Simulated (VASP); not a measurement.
Set up this calculation in VASP 6.6.1, as the native input.

| Quantity | Value |
| --- | --- |
| Task | single point |
| Functional | PBE |
| Potentials or basis | VASP PAW PBE potentials, release 64 (V_sv) |
| Cutoff | 520 eV |
| k mesh | 25 × 25 × 25 |
| Occupations | fermi-dirac, width 0.0612256 eV |
| Spin | no spin polarisation |
| Dipole correction | no |
| Further INCAR settings | ALGO = Normal; EDIFF = 1e-06; NBANDS = 12 |

The structure of V lies in POSCAR:

```
V
1.0
    0.0000000000      1.9213542962      1.9213542962
    1.9213542962      0.0000000000      1.9213542962
    1.9213542962      1.9213542962      0.0000000000
V
1
Direct
    0.0000000000      0.0000000000      0.0000000000
```

These files were run (other wordings do the same):

INCAR

```
SYSTEM = V
  ALGO = Normal
  EDIFF = 1E-6
  ENCUT = 520
  GGA = PE
  ISIF = 2
  ISMEAR = -1
  LASPH = .True.
  LCHARG = .True.
  LELF = .True.
  LREAL = .False.
  LVHAR = .True.
  LWAVE = .False.
  NBANDS = 12
  NELM = 80
  PREC = Accurate
  SIGMA = 0.06122561905347299
```

KPOINTS

```
k-points
0
Gamma
  25 25 25
  0 0 0
```

Potentials or basis: VASP PAW PBE potentials, release 64 (V_sv).

Launch:

```sh
$ cat potpaw_PBE.64/V_sv/POTCAR > POTCAR
$ mpirun -np 1 vasp_std > vasp.out
```

It gave:

| Quantity | Value |
| --- | --- |
| Pressure | -3.2 GPa |

It took 33 s on 1 thread of Intel Xeon 6975P-C (shared host), peak memory 0.18 GiB.
